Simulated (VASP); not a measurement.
# Cu (Pm-3m) in VASP: notebook, part 2 of 2

VASP 6.6.1. Earlier steps stand in the parts before.

## (4) Single point, r2SCAN (volume scaled by 0.96)

POSCAR

```
Cu
1.0
    2.3370671509      0.0000000000      0.0000000000
    0.0000000000      2.3370671509      0.0000000000
    0.0000000000      0.0000000000      2.3370671509
Cu
1
Direct
    0.0000000000      0.0000000000      0.0000000000
```

INCAR.step1

```
SYSTEM = Cu
ALGO = Normal
EDIFF = 1E-4
ENCUT = 520
GGA = PE
ISMEAR = -1
LASPH = .True.
LCHARG = .False.
LREAL = .False.
LWAVE = .True.
NBANDS = 12
NELM = 60
PREC = Accurate
SIGMA = 0.1
```

INCAR.step2

```
SYSTEM = Cu
ALGO = Normal
EDIFF = 1E-7
ENCUT = 520
ISIF = 2
ISMEAR = -1
ISTART = 1
LASPH = .True.
LCHARG = .True.
LELF = .True.
LMIXTAU = .True.
LREAL = .False.
LVHAR = .True.
LWAVE = .False.
METAGGA = R2SCAN
NBANDS = 12
NELM = 60
PREC = Accurate
SIGMA = 0.1
```

KPOINTS

```
k-points
0
Gamma
  15 15 15
  0 0 0
```

Potentials or basis: VASP PAW PBE potentials, release 64 (Cu).

Launch:

```
$ cat potpaw_PBE.64/Cu/POTCAR > POTCAR
$ cp INCAR.step1 INCAR
$ mpirun -np 1 vasp_std > vasp.out
$ cp INCAR.step2 INCAR
$ mpirun -np 1 vasp_std > vasp.out
```

OUTCAR:

```text
SYSTEM = Cu
   EDIFF = 1E-7
   ENCUT = 520
   ISIF = 2
   ISMEAR = -1
   ISTART = 1
   LASPH = .True.
   LREAL = .False.
   METAGGA = R2SCAN
   NELM = 60
   PREC = Accurate

 ion  position               nearest neighbor table
   1  0.000  0.000  0.000-

  LATTYP: Found a simple cubic cell.
 ALAT       =     2.3370671509

  Lattice vectors:

 A1 = (   2.3370671509,   0.0000000000,   0.0000000000)
 A2 = (   0.0000000000,   2.3370671509,   0.0000000000)
 A3 = (   0.0000000000,   0.0000000000,   2.3370671509)

Analysis of symmetry for initial positions (statically):
[... 530 lines left out ...]
      6       4.6831      2.00000
      7      13.5715      0.00000
      8      21.3977      0.00000
      9      30.2235      0.00000
     10      31.1504      0.00000
     11      32.5080      0.00000
     12      40.2908      0.00000

 [... further k-points ...]
[... 5 lines left out ...]
  --------------------------------------------------------------------------------------
  -------------------------------------------------------------------------------------
  Total        0.4708329      0.4708329      0.4708329     -0.0000000      0.0000000     -0.0000000
  in kB       59.0967742     59.0967742     59.0967742     -0.0000000      0.0000000     -0.0000000
  external PRESSURE =      59.0967742 kB  Pullay stress =       0.0000000 kB

 VOLUME and BASIS-vectors are now :
 -----------------------------------------------------------------------------
  energy-cutoff  :      520.00
  volume of cell :       12.76
      direct lattice vectors                 reciprocal lattice vectors
     2.337067151  0.000000000  0.000000000     0.427886721  0.000000000  0.000000000
     0.000000000  2.337067151  0.000000000     0.000000000  0.427886721  0.000000000
     0.000000000  0.000000000  2.337067151     0.000000000  0.000000000  0.427886721

 POSITION                                       TOTAL-FORCE (eV/Angst)
 -----------------------------------------------------------------------------------
      0.00000      0.00000      0.00000         0.000000      0.000000      0.000000
 -----------------------------------------------------------------------------------
    total drift:                               -0.000000      0.000000      0.000000

  FREE ENERGIE OF THE ION-ELECTRON SYSTEM (eV)
  ---------------------------------------------------
  free  energy   TOTEN  =       -10.3215738403 eV

  energy  without entropy=      -10.3147677887  energy(sigma->0) =      -10.31817081
```

OUTCAR.step1:

```text
SYSTEM = Cu
   EDIFF = 1E-4
   ENCUT = 520
   GGA = PE
   ISMEAR = -1
   LASPH = .True.
   LREAL = .False.
[... 576 lines left out ...]
 -----------------------------------------------------------------------------------
      0.00000      0.00000      0.00000         0.000000      0.000000      0.000000
 -----------------------------------------------------------------------------------
    total drift:                                0.000000      0.000000      0.000000

  FREE ENERGIE OF THE ION-ELECTRON SYSTEM (eV)
  ---------------------------------------------------
  free  energy   TOTEN  =        -3.2305091776 eV

  energy  without entropy=       -3.2232388251  energy(sigma->0) =       -3.22687400
```

OSZICAR.step1:

```text
N       E                     dE             d eps       ncg     rms          rms(c)
DAV:   1     0.444214515509E+02    0.44421E+02   -0.53653E+03  3124   0.149E+03
DAV:   2    -0.254045339569E+01   -0.46962E+02   -0.43417E+02  2984   0.203E+02
DAV:   3    -0.397471014118E+01   -0.14343E+01   -0.14161E+01  3340   0.404E+01
DAV:   4    -0.398426222893E+01   -0.95521E-02   -0.95509E-02  3196   0.294E+00
DAV:   5    -0.398436688255E+01   -0.10465E-03   -0.10465E-03  3384   0.316E-01    0.727E+00
DAV:   6    -0.360459988361E+01    0.37977E+00   -0.12213E+01  3360   0.677E+01    0.384E+00
DAV:   7    -0.324081443214E+01    0.36379E+00   -0.20347E+00  3340   0.277E+01    0.402E-01
DAV:   8    -0.323369507112E+01    0.71194E-02   -0.15382E-02  3668   0.244E+00    0.433E-01
DAV:   9    -0.323054969885E+01    0.31454E-02   -0.20178E-02  3488   0.248E+00    0.568E-02
DAV:  10    -0.323050917755E+01    0.40521E-04   -0.24398E-04  2148   0.290E-01
   1 F= -.32305092E+01 E0= -.32268740E+01  d E =-.727035E-02
```

It took 45 s on 1 thread of Intel Xeon 6975P-C, shared host; peak memory 0.13 GiB.

What came out:

```
Free energy : -10.3216 eV
Pressure    : 5.9 GPa
```

Levels at points of the mesh, in eV from the Fermi level:
| k point | band 3 | band 4 | band 5 | band 6 | band 7 | band 8 | band 9 | band 10 |
| --- | --- | --- | --- | --- | --- | --- | --- | --- |
| (0.00, 0.00, 0.00) | -4.29 | -1.43 | -1.43 | -1.43 | 19.38 | 19.38 | 19.38 | 22.83 |

Caveat: the cell differs from its parent crystal (volume scaled by 0.96); the PAW data sets were made with another functional, which shifts forces and pressure a little.

## (5) Single point, r2SCAN

This run uses another cell than the first one, of 13.30 Å³/atom, 1.136 times its volume.

POSCAR

```
Cu
1.0
    2.3690857482      0.0000000000      0.0000000000
    0.0000000000      2.3690857482      0.0000000000
    0.0000000000      0.0000000000      2.3690857482
Cu
1
Direct
    0.0000000000      0.0000000000      0.0000000000
```

INCAR.step1

```
PREC     = Accurate       # precision mode
ENCUT    = 520            # plane-wave cutoff, eV
ISMEAR   = -1             # smearing method
SIGMA    = 0.1            # smearing width, eV
LREAL    = False          # projectors in reciprocal space
LASPH    = True           # aspherical terms in the spheres
NELM     = 60             # most SCF steps
NBANDS   = 12             # bands
GGA      = PE             # functional
ALGO     = Normal         # electronic algorithm
EDIFF    = 1E-4           # SCF threshold, eV
LWAVE    = True           # write WAVECAR
LCHARG   = False          # write CHGCAR
```

INCAR.step2

```
PREC     = Accurate       # precision mode
ENCUT    = 520            # plane-wave cutoff, eV
EDIFF    = 1E-6           # SCF threshold, eV
ISMEAR   = -1             # smearing method
SIGMA    = 0.1            # smearing width, eV
LREAL    = False          # projectors in reciprocal space
LASPH    = True           # aspherical terms in the spheres
NELM     = 60             # most SCF steps
ALGO     = Normal         # electronic algorithm
ISIF     = 2              # what is computed and relaxed
LWAVE    = False          # write WAVECAR
LCHARG   = False          # write CHGCAR
METAGGA  = R2SCAN         # meta-GGA
LMIXTAU  = True         
NBANDS   = 12             # bands
ISTART   = 1
```

KPOINTS

```
Automatic mesh
0
Gamma
  15 15 15
```

Launch:

```
$ cat potpaw_PBE.64/Cu/POTCAR > POTCAR
$ cp INCAR.step1 INCAR
$ mpirun -np 1 vasp_std > vasp.out
$ cp INCAR.step2 INCAR
$ mpirun -np 1 vasp_std > vasp.out
```

Wall time 42 s (1 thread of Intel Xeon 6975P-C, shared host); peak memory 0.13 GiB.

Results (log left out):

| Quantity | Value |
| --- | --- |
| Free energy | -10.3323 eV |
| Pressure | 1.3 GPa |

Levels at points of the mesh, in eV from the Fermi level:
```tsv
k point	band 3	band 4	band 5	band 6	band 7	band 8	band 9	band 10
(0.00, 0.00, 0.00)	-4.10	-1.42	-1.42	-1.42	18.90	18.90	18.90	22.27
```

Caveat: the PAW data sets were made with another functional, which shifts forces and pressure a little.

## (6) Single point, r2SCAN (volume scaled by 1.04)

POSCAR

```
Cu
1.0
    2.4002615042      0.0000000000      0.0000000000
    0.0000000000      2.4002615042      0.0000000000
    0.0000000000      0.0000000000      2.4002615042
Cu
1
Direct
    0.0000000000      0.0000000000      0.0000000000
```

INCAR.step1

```
SYSTEM = Cu
  PREC = Accurate
  ENCUT = 520
  ISMEAR = -1
  SIGMA = 0.1
  LREAL = .False.
  LASPH = .True.
  NELM = 60
  NBANDS = 12
  GGA = PE
  ALGO = Normal
  EDIFF = 1E-4
  LWAVE = .True.
  LCHARG = .False.
```

INCAR.step2

```
SYSTEM = Cu
  PREC = Accurate
  ENCUT = 520
  EDIFF = 1E-7
  ISMEAR = -1
  SIGMA = 0.1
  LREAL = .False.
  LASPH = .True.
  NELM = 60
  ALGO = Normal
  ISIF = 2
  LWAVE = .False.
  LCHARG = .True.
  METAGGA = R2SCAN
  LMIXTAU = .True.
  LELF = .True.
  LVHAR = .True.
  NBANDS = 12
  ISTART = 1
```

KPOINTS

```
regular mesh
0
Gamma
  15 15 15
  0 0 0
```

Potentials or basis: VASP PAW PBE potentials, release 64 (Cu).

Launch:

```
$ cat potpaw_PBE.64/Cu/POTCAR > POTCAR
$ cp INCAR.step1 INCAR
$ mpirun -np 1 vasp_std > vasp.out
$ cp INCAR.step2 INCAR
$ mpirun -np 1 vasp_std > vasp.out
```

Run time: 44 s. Hardware: 1 thread of Intel Xeon 6975P-C, shared host; peak memory 0.13 GiB.

Results (log left out):

```
Free energy : -10.3270 eV
Pressure    : -3.8 GPa
```

Levels at points of the mesh, in eV from the Fermi level:
| k point | band 2 | band 3 | band 4 | band 5 | band 6 | band 7 | band 8 | band 9 | band 10 | band 11 |
| --- | --- | --- | --- | --- | --- | --- | --- | --- | --- | --- |
| (0.00, 0.00, 0.00) | -3.93 | -3.93 | -1.41 | -1.41 | -1.41 | 18.44 | 18.44 | 18.44 | 21.76 | 21.76 |

Caveat: the cell differs from its parent crystal (volume scaled by 1.04); the PAW data sets were made with another functional, which shifts forces and pressure a little.

## (7) The runs side by side

| cell | gap on the mesh (eV) | pressure (GPa) |
| --- | --- | --- |
| a = 2.270 Å, 1 atom | none | 21.4 |
| a = 2.304 Å, 1 atom | none | 12.8 |
| a = 2.337 Å, 1 atom | none | 5.9 |
| a = 2.369 Å, 1 atom | none | 1.3 |
| a = 2.400 Å, 1 atom | none | -3.8 |

Alike in all rows: task single point; level r2SCAN; potentials or basis VASP PAW PBE potentials, release 64 (Cu); no spin polarisation; k mesh 15 × 15 × 15; cutoff (eV) 520; smearing fermi-dirac 0.1 eV.

Caveats: the PAW data sets were made with another functional, which shifts forces and pressure a little.

Absolute energies hang on the potentials; compare differences alone.
